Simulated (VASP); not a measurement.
# CuSi16 (a cell with a defect) in VASP: single point with LDA

Aim: the single point of CuSi16 (a cell with a defect) with LDA.

Program: VASP 6.6.1. These are calculated values, not measurements. Logs are shortened: lines on timing, memory, paths and dates and some standing lists are left out, and cuts for length are marked.

**1. The cell of the first run**

The cell holds a defect, 17 atoms: a = 7.679 Å, b = 7.679 Å, c = 7.679 Å, α = 60.00°, β = 60.00°, γ = 60.00°.

**2. Single point, LDA**

Contents of INCAR:

```
PREC = Accurate
ENCUT = 520
EDIFF = 1E-6
ISMEAR = 0
SIGMA = 0.05
LREAL = Auto
LASPH = True
NELM = 80
ALGO = Normal
ISIF = 2
LWAVE = False
LCHARG = False
GGA = CA
NBANDS = 52
NELECT = 74.0
```

Contents of KPOINTS:

```
Automatic mesh
0
Gamma
  2 2 2
```

Contents of POSCAR:

```
CuSi16
1.0
    0.0000000000      5.4300000000      5.4300000000
    5.4300000000      0.0000000000      5.4300000000
    5.4300000000      5.4300000000      0.0000000000
Si Cu
16 1
Direct
   -0.0129976980      0.0043446593      0.0044008287
    0.1236761510      0.1212652855      0.1398833333
    0.0054048803     -0.0299302947      0.5122908840
    0.1232739411      0.1211037753      0.6160682320
    0.0004630755      0.4927982505      0.0067037753
    0.1148348987      0.6319684162      0.1267750460
    0.0005032228      0.4927330571      0.5003297422
    0.1359314917      0.5984421731      0.6329709024
    0.5063071823      0.0035941068      0.0101848987
    0.6180261510      0.1629406998      0.1105626151
    0.5058523941      0.0029069061      0.4816842541
    0.6351067219      0.1238914365      0.6211400552
    0.4872689687      0.5354781768     -0.0110271639
    0.6285976059      0.6313651934      0.1249370166
    0.5081263352      0.4954600368      0.4983325967
    0.6286372928      0.6307369245      0.6160002762
    0.3318241252      1.0112016575      0.8291305709
```

Potentials or basis: VASP PAW LDA potentials, release 64 (Si, Cu).

Command:

```bash
> cat potpaw_LDA.64/Si/POTCAR potpaw_LDA.64/Cu/POTCAR > POTCAR
> mpirun -np 1 vasp_std > vasp.out
```

OUTCAR:

```text
PREC = Accurate
   ENCUT = 520
   EDIFF = 1E-6
   ISMEAR = 0
   LREAL = Auto
   LASPH = True
   NELM = 80
   ISIF = 2
   GGA = CA
   NELECT = 74.0

 ion  position               nearest neighbor table
   1  0.987  0.004  0.004-  17 2.31  10 2.33   6 2.33   4 2.44   2 2.44
   2  0.124  0.121  0.140-   5 2.33   3 2.34   9 2.40  17 2.41   1 2.44
   3  0.005  0.970  0.512-   8 2.33  12 2.33   2 2.34   4 2.34
   4  0.123  0.121  0.616-   7 2.33   3 2.34  11 2.40  17 2.42   1 2.44
   5  0.000  0.493  0.007-   2 2.33  14 2.33   6 2.34   8 2.35
   6  0.115  0.632  0.127-   1 2.33  13 2.34   7 2.34   5 2.34
   7  0.001  0.493  0.500-   4 2.33  16 2.33   6 2.34   8 2.35
   8  0.136  0.598  0.633-   3 2.33  15 2.34   5 2.35   7 2.35
   9  0.506  0.004  0.010-  17 2.33  14 2.34  10 2.34   2 2.40  12 2.44
  10  0.618  0.163  0.111-   1 2.33  13 2.34  11 2.34   9 2.34
  11  0.506  0.003  0.482-  17 2.33  16 2.33  10 2.34   4 2.40  12 2.44
  12  0.635  0.124  0.621-  15 2.33   3 2.33  17 2.37   9 2.44  11 2.44
  13  0.487  0.535  0.989-  10 2.34   6 2.34  16 2.35  14 2.35
  14  0.629  0.631  0.125-   5 2.33   9 2.34  15 2.34  13 2.35
  15  0.508  0.495  0.498-  12 2.33   8 2.34  14 2.34  16 2.34
  16  0.629  0.631  0.616-   7 2.33  11 2.33  15 2.34  13 2.35
  17  0.332  0.011  0.829-   1 2.31  11 2.33   9 2.33  12 2.37   2 2.41   4 2.42

  LATTYP: Found a face centered cubic cell.
 ALAT       =    10.8600000000

  Lattice vectors:

 A1 = (   0.0000000000,   5.4300000000,   5.4300000000)
 A2 = (   5.4300000000,   0.0000000000,   5.4300000000)
 A3 = (   5.4300000000,   5.4300000000,   0.0000000000)

Analysis of symmetry for initial positions (statically):
=====================================================================
 Subroutine PRICEL returns:
 Original cell was already a primitive cell.

 Routine SETGRP: Setting up the symmetry group for a
 face centered cubic supercell.

 Subroutine GETGRP returns: Found  1 space group operations
 (whereof  1 operations were pure point group operations)
 out of a pool of 48 trial point group operations.

The static configuration has the point symmetry C_1 .

Analysis of symmetry for dynamics (positions and initial velocities):
=====================================================================
 Subroutine PRICEL returns:
 Original cell was already a primitive cell.

 Routine SETGRP: Setting up the symmetry group for a
 face centered cubic supercell.

 Subroutine GETGRP returns: Found  1 space group operations
 (whereof  1 operations were pure point group operations)
 out of a pool of 48 trial point group operations.

The dynamic configuration has the point symmetry C_1 .

 Subroutine INISYM returns: Found  1 space group operations
 (whereof  1 operations are pure point group operations),
 and found     1 'primitive' translations

----------------------------------------------------------------------------------------

                                     Primitive cell

  volume of cell :     320.2060

  direct lattice vectors                    reciprocal lattice vectors
     0.000000000  5.430000000  5.430000000    -0.092081031  0.092081031  0.092081031
     5.430000000  0.000000000  5.430000000     0.092081031 -0.092081031  0.092081031
     5.430000000  5.430000000  0.000000000     0.092081031  0.092081031 -0.092081031

  length of vectors
     7.679179644  7.679179644  7.679179644     0.159489025  0.159489025  0.159489025

  position of ions in fractional coordinates (direct lattice)
     0.987002302  0.004344659  0.004400829
     0.123676151  0.121265286  0.139883333
     0.005404880  0.970069705  0.512290884
     0.123273941  0.121103775  0.616068232
     0.000463076  0.492798251  0.006703775
     0.114834899  0.631968416  0.126775046
[... 9 lines left out ...]
     0.628637293  0.630736924  0.616000276
     0.331824125  0.011201658  0.829130571

  ion indices of the primitive-cell ions
   primitive index   ion index
                 1           1
                 2           2
                 3           3
                 4           4
                 5           5
                 6           6
[... 9 lines left out ...]
                16          16
                17          17

----------------------------------------------------------------------------------------

 KPOINTS: Automatic mesh

Automatic generation of k-mesh.
 Grid dimensions read from file:
 generate k-points for:    2    2    2

 Generating k-lattice:

  Cartesian coordinates                     Fractional coordinates (reciprocal lattice)
    -0.046040516  0.046040516  0.046040516     0.500000000  0.000000000  0.000000000
     0.046040516 -0.046040516  0.046040516     0.000000000  0.500000000  0.000000000
     0.046040516  0.046040516 -0.046040516     0.000000000  0.000000000  0.500000000

  Length of vectors
     0.079744512  0.079744512  0.079744512

  Shift w.r.t. Gamma in fractional coordinates (k-lattice)
     0.000000000  0.000000000  0.000000000

 Subroutine IBZKPT returns following result:
 ===========================================

 Found      8 irreducible k-points:

 Following reciprocal coordinates:
            Coordinates               Weight
  0.000000  0.000000  0.000000      1.000000
  0.500000  0.000000  0.000000      1.000000
  0.000000  0.500000  0.000000      1.000000
  0.000000  0.000000  0.500000      1.000000
  0.500000  0.500000  0.500000      1.000000
  0.500000  0.500000  0.000000      1.000000
  0.000000  0.500000  0.500000      1.000000
  0.500000  0.000000  0.500000      1.000000
   k-points           NKPTS =      8   k-points in BZ     NKDIM =      8   number of bands    NBANDS=     52
   number of dos      NEDOS =    301   number of ions     NIONS =     17
   total plane-waves  NPLWV = 216000
   dimension x,y,z NGX =    60 NGY =   60 NGZ =   60
   dimension x,y,z NGXF=   120 NGYF=  120 NGZF=  120
   ions per type =              16   1
   NGX,Y,Z   is equivalent  to a cutoff of  12.99, 12.99, 12.99 a.u.
   NGXF,Y,Z  is equivalent  to a cutoff of  25.98, 25.98, 25.98 a.u.
 SYSTEM =  unknown system
   PREC   = accura    normal or accurate (medium, high low for compatibility)
   ISTART =      0    job   : 0-new  1-cont  2-samecut
   ICHARG =      2    charge: 1-file 2-atom 10-const
   ISPIN  =      1    spin polarized calculation?
   LNONCOLLINEAR =      F non collinear calculations
   LSORBIT =      F    spin-orbit coupling
   LASPH  =      T    aspherical Exc in radial PAW
   ENCUT  =  520.0 eV  38.22 Ry    6.18 a.u.  14.28 14.28 14.28*2*pi/ulx,y,z
   NELM   =     80;   NELMIN=  2; NELMDL= -5     # of ELM steps
   EDIFF  = 0.1E-05   stopping-criterion for ELM
   LREAL  =      T    real-space projection
   EDIFFG = 0.1E-04   stopping-criterion for IOM
   NSW    =      0    number of steps for IOM
   IBRION =     -1    ionic relax: 0-MD 1-quasi-New 2-CG
   NFREE  =      0    steps in history (QN), initial steepest desc. (CG)
   ISIF   =      2    stress and relaxation
   ISYM   =      2    0-nonsym 1-usesym 2-fastsym
   POTIM  = 0.5000    time-step for ionic-motion
   TEBEG  =    0.0;   TEEND  =   0.0 temperature during run
   PSTRESS=    0.0 pullay stress
   NELECT =      74.0000    total number of electrons
   NUPDOWN=      -1.0000    fix difference up-down
   EMIN   =  10.00;   EMAX   =-10.00  energy-range for DOS
   EFERMI =   0.00;   METHOD = LEGACY
   ISMEAR =     0;   SIGMA  =   0.05  broadening in eV -4-tet -1-fermi 0-gaus
   EFERMI_NEDOS =   21; number of points for ismear=-14 and -15
   IALGO  =     38    algorithm
   IMIX   =      4    mixing-type and parameters
     AMIX     =   0.40;   BMIX     =  1.00
     AMIX_MAG =   1.60;   BMIX_MAG =  1.00
  volume/ion in A,a.u.               =      18.84       127.11
  Fermi-wavevector in a.u.,A,eV,Ry     =   1.004636  1.898488 13.732283  1.009294
  Thomas-Fermi vector in A             =   2.137265
   LORBIT       =      0    0 simple, 1 ext, 2 COOP (PROOUT), +10 PAW based schemes
   GGA     = CA    functional components
   LHFCALC =     F    Hartree Fock is set to
   AEXX    =    0.0000 exact exchange contribution
   IVDW    =     0    specifies the selected vdW correction
   LEPSILON=     F    determine dielectric tensor
   LRPA    =     F    only Hartree local field effects (RPA)
 non-spin polarized calculation
 Gauss-broadening in eV      SIGMA  =   0.05
  energy-cutoff  :      520.00
  volume of cell :      320.21
 maximum number of plane-waves:      8646
 NGX is ok and might be reduce to    60
   NGX = 29   NGY = 29   NGZ = 29

 number of electron      73.9999998 magnetization

 Free energy of the ion-electron system (eV)
  ---------------------------------------------------
  ext. energy  EPLUGINS =         0.00000000
  ---------------------------------------------------
  free energy    TOTEN  =      -103.88447880 eV

  energy without entropy =     -103.88348236  energy(sigma->0) =     -103.88398058

 E-fermi :   6.3578     XC(G=0):  -9.8171

 val. band max:        6.2871880634   @ k =   0.0000   0.0000   0.0000
 cond. band min:       6.4320699056   @ k =   0.0000   0.0000   0.0000
 fundamental gap:      0.1448818422
 Fermi energy:         6.3578146115

 k-point     1 :       0.0000    0.0000    0.0000
  band No.  band energies     occupation
      1      -5.9656      2.00000
      2      -3.6149      2.00000
      3      -3.5782      2.00000
      4      -3.5524      2.00000
      5      -3.5047      2.00000
      6      -2.0414      2.00000
[... 41 lines left out ...]
     48       8.3297      0.00000
     49       8.4063      0.00000

 k-point     2 :       0.5000    0.0000    0.0000
  band No.  band energies     occupation
      1      -5.2694      2.00000
      2      -5.0316      2.00000
      3      -3.3961      2.00000
      4      -3.3224      2.00000
      5      -3.1879      2.00000
      6      -3.1241      2.00000
[... 41 lines left out ...]
     48       9.7745      0.00000
     49       9.7862      0.00000

 k-point     3 :       0.0000    0.5000    0.0000
  band No.  band energies     occupation
      1      -5.3530      2.00000
      2      -4.9466      2.00000
      3      -3.3011      2.00000
      4      -3.2669      2.00000
      5      -3.2372      2.00000
      6      -3.1305      2.00000
[... 41 lines left out ...]
     48       9.6228      0.00000
     49       9.7339      0.00000

 k-point     4 :       0.0000    0.0000    0.5000
  band No.  band energies     occupation
      1      -5.2649      2.00000
      2      -5.0427      2.00000
      3      -3.3973      2.00000
      4      -3.3033      2.00000
      5      -3.1829      2.00000
      6      -3.1174      2.00000
[... 41 lines left out ...]
     48       9.7595      0.00000
     49       9.7836      0.00000

 k-point     5 :       0.5000    0.5000    0.5000
  band No.  band energies     occupation
      1      -5.2642      2.00000
      2      -5.0442      2.00000
      3      -3.3978      2.00000
      4      -3.3000      2.00000
      5      -3.1826      2.00000
      6      -3.1163      2.00000
[... 41 lines left out ...]
     48       9.7550      0.00000
     49       9.7815      0.00000

 k-point     6 :       0.5000    0.5000    0.0000
  band No.  band energies     occupation
      1      -5.0304      2.00000
      2      -4.7569      2.00000
      3      -3.9713      2.00000
      4      -3.8468      2.00000
      5      -3.7970      2.00000
      6      -3.7843      2.00000
[... 41 lines left out ...]
     48      10.3061      0.00000
     49      10.3288      0.00000

 k-point     7 :       0.0000    0.5000    0.5000
  band No.  band energies     occupation
      1      -5.0223      2.00000
      2      -4.7683      2.00000
      3      -3.9745      2.00000
      4      -3.8372      2.00000
      5      -3.8076      2.00000
      6      -3.7748      2.00000
[... 41 lines left out ...]
     48      10.2997      0.00000
     49      10.3386      0.00000

 k-point     8 :       0.5000    0.0000    0.5000
  band No.  band energies     occupation
      1      -5.0220      2.00000
      2      -4.7689      2.00000
      3      -3.9740      2.00000
      4      -3.8364      2.00000
      5      -3.8092      2.00000
      6      -3.7740      2.00000
[... 41 lines left out ...]
     48      10.2953      0.00000
     49      10.3404      0.00000
 [bands above 49 left out]

------------------------ aborting loop because EDIFF is reached ----------------------------------------

  FORCE on cell =-STRESS in cart. coord.  units (eV):
  Direction    XX          YY          ZZ          XY          YZ          ZX
  --------------------------------------------------------------------------------------
  -------------------------------------------------------------------------------------
  Total       -9.0844960     -9.1327599     -8.5273126     -0.9539742      0.0200291     -0.0666233
  in kB      -45.4550288    -45.6965211    -42.6671156     -4.7732889      0.1002174     -0.3333552
  external PRESSURE =     -44.6062218 kB  Pullay stress =       0.0000000 kB

 VOLUME and BASIS-vectors are now :
 -----------------------------------------------------------------------------
  energy-cutoff  :      520.00
  volume of cell :      320.21
      direct lattice vectors                 reciprocal lattice vectors
     0.000000000  5.430000000  5.430000000    -0.092081031  0.092081031  0.092081031
     5.430000000  0.000000000  5.430000000     0.092081031 -0.092081031  0.092081031
     5.430000000  5.430000000  0.000000000     0.092081031  0.092081031 -0.092081031

 POSITION                                       TOTAL-FORCE (eV/Angst)
 -----------------------------------------------------------------------------------
      0.04749      5.38332      5.38301         0.012036     -0.005985     -0.008354
      1.41804      1.43113      1.33003         0.005275     -0.002658     -0.007167
      8.04922      2.81109      5.29683         0.005385     -0.001538      0.006442
      4.00284      4.01463      1.32697         0.000051     -0.006375     -0.003447
      2.71230      0.03892      2.67841         0.002869      0.000388     -0.001271
      4.11998      1.31194      4.05514        -0.001100      0.001796      0.000490
[... 9 lines left out ...]
      6.76978      6.75838      6.83840         0.000811     -0.000406     -0.001422
      4.56300      6.30398      1.86263        -0.017553      0.014910     -0.017030
 -----------------------------------------------------------------------------------
    total drift:                               -0.004234      0.005598     -0.000032

  FREE ENERGIE OF THE ION-ELECTRON SYSTEM (eV)
  ---------------------------------------------------
  free  energy   TOTEN  =      -103.8844788041 eV

  energy  without entropy=     -103.8834823635  energy(sigma->0) =     -103.88398058
```

It took 11 min on 1 thread of Intel Xeon 8259CL, shared host; peak memory 0.4 GiB.

Results:

```
Free energy   : -103.8845 eV
Largest force : 0.029 eV/Å
```

Forces in eV/Å, atoms in the order of the input:
```
Si   0.012 -0.006 -0.008
Si   0.005 -0.003 -0.007
Si   0.005 -0.002  0.006
Si   0.000 -0.006 -0.003
Si   0.003  0.000 -0.001
Si  -0.001  0.002  0.000
Si  -0.001 -0.002 -0.002
Si   0.003 -0.003  0.002
Si   0.008  0.010  0.010
Si  -0.003 -0.003  0.001
Si  -0.007 -0.006  0.014
Si  -0.007  0.001  0.008
Si   0.001  0.001 -0.002
Si   0.000 -0.001 -0.003
Si  -0.001  0.002  0.004
Si   0.001  0.000 -0.001
Cu  -0.018  0.015 -0.017
```

Caveat: the k points lie up to 0.50 Å⁻¹ apart; the cell carries a net charge on a neutralising background, which shifts energy and pressure; the cell is charged against a uniform background, so pressure and absolute levels hang on convention.
